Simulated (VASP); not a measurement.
# MgO (P6_3mc) in VASP: further runs

MgO is run at these levels: LDA; tasks: single point.

Everything below comes from runs of VASP 6.6.1. Logs are shortened: lines on timing, memory, paths and dates and some standing lists are left out, and cuts for length are marked.

## 1. The cell of the first run

It takes space group P6_3mc (No. 186, hexagonal). Conventional cell: a = 3.308 Å, b = 3.308 Å, c = 4.983 Å, α = 90.00°, β = 90.00°, γ = 120.00°. Within 2.6 Å of Mg (site symmetry 3m) lie 4 O at 1.97 to 1.99 Å. Within 2.6 Å of O (site symmetry 3m) lie 4 Mg at 1.97 to 1.99 Å.

## 2. Single point, LDA

Contents of INCAR:

```
PREC = Accurate
ENCUT = 600
EDIFF = 1E-6
ISMEAR = 1
SIGMA = 0.05
LREAL = False
LASPH = True
NELM = 120
ALGO = Normal
ISIF = 2
LWAVE = False
LCHARG = False
NBANDS = 16
GGA_COMPAT = False
```

Contents of KPOINTS:

```
Automatic mesh
0
Gamma
  3 3 2
```

Contents of POSCAR:

```
MgO
1.0
    3.3077870000      0.0000000000      0.0000000000
   -1.6538930000      2.8646280000      0.0000000000
    0.0000000000      0.0000000000      4.9828820000
Mg O
2 2
Direct
    0.3333333333      0.6666666667      0.0021600000
    0.6666666667      0.3333333333      0.5021600000
    0.3333333333      0.6666666667      0.4024400000
    0.6666666667      0.3333333333      0.9024400000
```

Potentials or basis: VASP PAW LDA potentials, release 64 (Mg, O).

Command:

```
cat potpaw_LDA.64/Mg/POTCAR potpaw_LDA.64/O/POTCAR > POTCAR
mpirun -np 1 vasp_std > vasp.out
```

OUTCAR:

```text
PREC = Accurate
   ENCUT = 600
   EDIFF = 1E-6
   ISMEAR = 1
   LREAL = False
   LASPH = True
   NELM = 120
   ISIF = 2

 ion  position               nearest neighbor table
   1  0.333  0.667  0.002-   4 1.97   4 1.97   4 1.97   3 1.99   2 3.14   2 3.14   2 3.14   2 3.14
                             2 3.14   2 3.14
   2  0.667  0.333  0.502-   3 1.97   3 1.97   3 1.97   4 1.99   1 3.14   1 3.14   1 3.14   1 3.14
                             1 3.14   1 3.14
   3  0.333  0.667  0.402-   2 1.97   2 1.97   2 1.97   1 1.99
   4  0.667  0.333  0.902-   1 1.97   1 1.97   1 1.97   2 1.99

  LATTYP: Found a hexagonal cell.
 ALAT       =     3.3077870000
 C/A-ratio  =     1.5064095723

  Lattice vectors:

 A1 = (   3.3077870000,   0.0000000000,   0.0000000000)
 A2 = (  -1.6538930000,   2.8646280000,   0.0000000000)
 A3 = (   0.0000000000,   0.0000000000,   4.9828820000)

Analysis of symmetry for initial positions (statically):
=====================================================================
 Subroutine PRICEL returns:
 Original cell was already a primitive cell.

 Routine SETGRP: Setting up the symmetry group for a
 hexagonal supercell.

 Subroutine GETGRP returns: Found 12 space group operations
 (whereof  6 operations were pure point group operations)
 out of a pool of 24 trial point group operations.

The static configuration has the point symmetry C_3v.
 The point group associated with its full space group is C_6v.

Analysis of symmetry for dynamics (positions and initial velocities):
=====================================================================
 Subroutine PRICEL returns:
 Original cell was already a primitive cell.

 Routine SETGRP: Setting up the symmetry group for a
 hexagonal supercell.

 Subroutine GETGRP returns: Found 12 space group operations
 (whereof  6 operations were pure point group operations)
 out of a pool of 24 trial point group operations.

The dynamic configuration has the point symmetry C_3v.
 The point group associated with its full space group is C_6v.

 Subroutine INISYM returns: Found 12 space group operations
 (whereof  6 operations are pure point group operations),
 and found     1 'primitive' translations

----------------------------------------------------------------------------------------

                                     Primitive cell

  volume of cell :      47.2157

  direct lattice vectors                    reciprocal lattice vectors
     3.307787000  0.000000000  0.000000000     0.302316927  0.174542680  0.000000000
    -1.653893000  2.864628000  0.000000000     0.000000000  0.349085466  0.000000000
     0.000000000  0.000000000  4.982882000     0.000000000  0.000000000  0.200687072

  length of vectors
     3.307787000  3.307787120  4.982882000     0.349085479  0.349085466  0.200687072

  position of ions in fractional coordinates (direct lattice)
     0.333333333  0.666666667  0.002160000
     0.666666667  0.333333333  0.502160000
     0.333333333  0.666666667  0.402440000
     0.666666667  0.333333333  0.902440000

  ion indices of the primitive-cell ions
   primitive index   ion index
                 1           1
                 2           2
                 3           3
                 4           4

----------------------------------------------------------------------------------------

 KPOINTS: Automatic mesh

Automatic generation of k-mesh.
 Grid dimensions read from file:
 generate k-points for:    3    3    2

 Generating k-lattice:

  Cartesian coordinates                     Fractional coordinates (reciprocal lattice)
     0.100772309  0.058180893  0.000000000     0.333333333  0.000000000  0.000000000
     0.000000000  0.116361822  0.000000000     0.000000000  0.333333333  0.000000000
     0.000000000  0.000000000  0.100343536     0.000000000  0.000000000  0.500000000

  Length of vectors
     0.116361826  0.116361822  0.100343536

  Shift w.r.t. Gamma in fractional coordinates (k-lattice)
     0.000000000  0.000000000  0.000000000

 Subroutine IBZKPT returns following result:
 ===========================================

 Found      6 irreducible k-points:

 Following reciprocal coordinates:
            Coordinates               Weight
  0.000000  0.000000  0.000000      1.000000
  0.333333 -0.000000  0.000000      6.000000
  0.333333  0.333333  0.000000      2.000000
  0.000000  0.000000  0.500000      1.000000
  0.333333 -0.000000  0.500000      6.000000
  0.333333  0.333333  0.500000      2.000000
   k-points           NKPTS =      6   k-points in BZ     NKDIM =      6   number of bands    NBANDS=     16
   number of dos      NEDOS =    301   number of ions     NIONS =      4
   total plane-waves  NPLWV =  31360
   dimension x,y,z NGX =    28 NGY =   28 NGZ =   40
   dimension x,y,z NGXF=    56 NGYF=   56 NGZF=   80
   ions per type =               2   2
   NGX,Y,Z   is equivalent  to a cutoff of  14.07, 14.07, 13.35 a.u.
   NGXF,Y,Z  is equivalent  to a cutoff of  28.15, 28.15, 26.69 a.u.
 SYSTEM =  unknown system
   PREC   = accura    normal or accurate (medium, high low for compatibility)
   ISTART =      0    job   : 0-new  1-cont  2-samecut
   ICHARG =      2    charge: 1-file 2-atom 10-const
   ISPIN  =      1    spin polarized calculation?
   LNONCOLLINEAR =      F non collinear calculations
   LSORBIT =      F    spin-orbit coupling
   LASPH  =      T    aspherical Exc in radial PAW
   ENCUT  =  600.0 eV  44.10 Ry    6.64 a.u.   6.61  6.61  9.95*2*pi/ulx,y,z
   NELM   =    120;   NELMIN=  2; NELMDL= -5     # of ELM steps
   EDIFF  = 0.1E-05   stopping-criterion for ELM
   LREAL  =      F    real-space projection
   EDIFFG = 0.1E-04   stopping-criterion for IOM
   NSW    =      0    number of steps for IOM
   IBRION =     -1    ionic relax: 0-MD 1-quasi-New 2-CG
   NFREE  =      0    steps in history (QN), initial steepest desc. (CG)
   ISIF   =      2    stress and relaxation
   ISYM   =      2    0-nonsym 1-usesym 2-fastsym
   POTIM  = 0.5000    time-step for ionic-motion
   TEBEG  =    0.0;   TEEND  =   0.0 temperature during run
   PSTRESS=    0.0 pullay stress
   NELECT =      16.0000    total number of electrons
   NUPDOWN=      -1.0000    fix difference up-down
   EMIN   =  10.00;   EMAX   =-10.00  energy-range for DOS
   EFERMI =   0.00;   METHOD = LEGACY
   ISMEAR =     1;   SIGMA  =   0.05  broadening in eV -4-tet -1-fermi 0-gaus
   EFERMI_NEDOS =   21; number of points for ismear=-14 and -15
   IALGO  =     38    algorithm
   IMIX   =      4    mixing-type and parameters
     AMIX     =   0.40;   BMIX     =  1.00
     AMIX_MAG =   1.60;   BMIX_MAG =  1.00
  volume/ion in A,a.u.               =      11.80        79.66
  Fermi-wavevector in a.u.,A,eV,Ry     =   1.141351  2.156841 17.724078  1.302683
  Thomas-Fermi vector in A             =   2.278052
   LORBIT       =      0    0 simple, 1 ext, 2 COOP (PROOUT), +10 PAW based schemes
   GGA     = CA    functional components
   LHFCALC =     F    Hartree Fock is set to
   AEXX    =    0.0000 exact exchange contribution
   IVDW    =     0    specifies the selected vdW correction
   LEPSILON=     F    determine dielectric tensor
   LRPA    =     F    only Hartree local field effects (RPA)
 non-spin polarized calculation
 Methfessel and Paxton  Order N= 1 SIGMA  =   0.05
  energy-cutoff  :      600.00
  volume of cell :       47.22
 maximum number of plane-waves:      1580
 NGX is ok and might be reduce to    28
   NGX = 13   NGY = 13   NGZ = 19

 number of electron      15.9999997 magnetization

 Free energy of the ion-electron system (eV)
  ---------------------------------------------------
  ext. energy  EPLUGINS =         0.00000000
  ---------------------------------------------------
  free energy    TOTEN  =       -26.19735369 eV

  energy without entropy =      -26.19751475  energy(sigma->0) =      -26.19740738

 E-fermi :   0.8844     XC(G=0): -10.2667

 val. band max:        0.8423358942   @ k =   0.0000   0.0000   0.0000
 cond. band min:       4.1871446253   @ k =   0.0000   0.0000   0.0000
 fundamental gap:      3.3448087311
 Fermi energy:         0.8844300050

 k-point     1 :       0.0000    0.0000    0.0000
  band No.  band energies     occupation
      1     -15.1393      2.00000
      2     -14.2783      2.00000
      3      -2.5162      2.00000
      4       0.0430      2.00000
      5       0.0430      2.00000
      6       0.3920      2.00000
[... 8 lines left out ...]
     15      16.9588      0.00000
     16      16.9588      0.00000

 k-point     2 :       0.3333   -0.0000    0.0000
  band No.  band energies     occupation
      1     -14.6727      2.00000
      2     -14.1744      2.00000
      3      -1.8570      2.00000
      4      -1.5468      2.00000
      5      -1.0550      2.00000
      6      -0.3865      2.00000
[... 8 lines left out ...]
     15      14.9300      0.00000
     16      16.1229      0.00000

 k-point     3 :       0.3333    0.3333    0.0000
  band No.  band energies     occupation
      1     -14.2743      2.00000
      2     -14.2743      2.00000
      3      -2.0052      2.00000
      4      -1.1577      2.00000
      5      -1.1577      2.00000
      6      -0.4810      2.00000
[... 8 lines left out ...]
     15      13.7491      0.00000
     16      17.4509      0.00000

 k-point     4 :       0.0000    0.0000    0.5000
  band No.  band energies     occupation
      1     -14.7271      2.00000
      2     -14.7271      2.00000
      3      -1.2284      2.00000
      4      -1.2284      2.00000
      5       0.2134      2.00000
      6       0.2134      2.00000
[... 8 lines left out ...]
     15      15.1130      0.00000
     16      15.1130      0.00000

 k-point     5 :       0.3333   -0.0000    0.5000
  band No.  band energies     occupation
      1     -14.4215      2.00000
      2     -14.4215      2.00000
      3      -2.0637      2.00000
      4      -2.0637      2.00000
      5      -0.0386      2.00000
      6      -0.0386      2.00000
[... 8 lines left out ...]
     15      15.6353      0.00000
     16      15.6353      0.00000

 k-point     6 :       0.3333    0.3333    0.5000
  band No.  band energies     occupation
      1     -14.2624      2.00000
      2     -14.2624      2.00000
      3      -1.8636      2.00000
      4      -1.8636      2.00000
      5      -1.3311      2.00000
      6      -1.3311      2.00000
[... 8 lines left out ...]
     15      16.5299      0.00000
     16      16.5299      0.00000

------------------------ aborting loop because EDIFF is reached ----------------------------------------

  FORCE on cell =-STRESS in cart. coord.  units (eV):
  Direction    XX          YY          ZZ          XY          YZ          ZX
  --------------------------------------------------------------------------------------
  -------------------------------------------------------------------------------------
  Total       -1.6723848     -1.6723853     -1.5914908     -0.0000003      0.0000000      0.0000000
  in kB      -56.7492887    -56.7493057    -54.0043006     -0.0000099      0.0000000      0.0000000
  external PRESSURE =     -55.8342983 kB  Pullay stress =       0.0000000 kB

 VOLUME and BASIS-vectors are now :
 -----------------------------------------------------------------------------
  energy-cutoff  :      600.00
  volume of cell :       47.22
      direct lattice vectors                 reciprocal lattice vectors
     3.307787000  0.000000000  0.000000000     0.302316927  0.174542680  0.000000000
    -1.653893000  2.864628000  0.000000000     0.000000000  0.349085466  0.000000000
     0.000000000  0.000000000  4.982882000     0.000000000  0.000000000  0.200687072

 POSITION                                       TOTAL-FORCE (eV/Angst)
 -----------------------------------------------------------------------------------
      0.00000      1.90975      0.01076        -0.000000      0.000000      0.038670
      1.65389      0.95488      2.50220         0.000000     -0.000000      0.038670
      0.00000      1.90975      2.00531         0.000000     -0.000000     -0.038670
      1.65389      0.95488      4.49675        -0.000000      0.000000     -0.038670
 -----------------------------------------------------------------------------------
    total drift:                               -0.000000     -0.000000      0.001551

  FREE ENERGIE OF THE ION-ELECTRON SYSTEM (eV)
  ---------------------------------------------------
  free  energy   TOTEN  =       -26.1973536932 eV

  energy  without entropy=      -26.1975147461  energy(sigma->0) =      -26.19740738
```

Wall time 5.8 s (1 thread of Intel Xeon Platinum 8375C at 2.90GHz (Ice Lake), shared host); peak memory 0.15 GiB.

Results:

```
Free energy            : -26.1974 eV
Pressure               : -5.6 GPa
Largest force          : 0.039 eV/Å
Band gap on the k mesh : 3.34 eV
```

Forces on the atoms (eV/Å):
```
Mg   0.000  0.000  0.039
Mg   0.000  0.000  0.039
O    0.000  0.000 -0.039
O    0.000  0.000 -0.039
```

Caveat: the k points lie up to 0.73 Å⁻¹ apart.

[end of part 1 of 2]
